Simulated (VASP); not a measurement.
Wanted: the native input for a VASP 6.6.1 run.

* Task: single point
* Functional: LDA
* Potentials or basis: VASP PAW LDA potentials, release 64 (B, N)
* Cutoff: 520 eV
* k mesh: 6 × 6 × 2
* Occupations: gaussian, width 0.01 eV
* Spin: no spin polarisation
* Dipole correction: no
* Further INCAR settings: ALGO = Normal; EDIFF = 1e-06; NBANDS = 16

The structure of BN lies in POSCAR:

```
BN
1.0
    2.5008381060      0.0000000000      0.0000000000
   -1.2504190530      2.1657893305      0.0000000000
    0.0000000000      0.0000000000      6.8931301039
B N
2 2
Direct
    0.3333333333      0.6666666667      0.2500000000
    0.6666666667      0.3333333333      0.7500000000
    0.6666666667      0.3333333333      0.2500000000
    0.3333333333      0.6666666667      0.7500000000
```

These files were run (other wordings do the same):

INCAR

```
  PREC = Accurate
  ENCUT = 520
  EDIFF = 1E-6
  ISMEAR = 0
  SIGMA = 0.01
  LREAL = False
  LASPH = True
  NELM = 100
  ALGO = Normal
  ISIF = 2
  LWAVE = False
  LCHARG = False
  NBANDS = 16
```

KPOINTS

```
Automatic mesh
0
Gamma
  6 6 2
```

Potentials or basis: VASP PAW LDA potentials, release 64 (B, N).

Run with:

```bash
$ cat potpaw_LDA.64/B/POTCAR potpaw_LDA.64/N/POTCAR > POTCAR
$ mpirun -np 1 vasp_std > vasp.out
```

Results of the run:

```json
{"Pressure": "-3.4 GPa", "Band gap on the k mesh": "4.14 eV, indirect (least direct gap 4.52 eV)"}
```

Caveat: the k points lie up to 0.48 Å⁻¹ apart.

Run time: 6.8 s on 1 thread of Intel Xeon 6975P-C, on a shared host, peak memory 0.13 GiB.
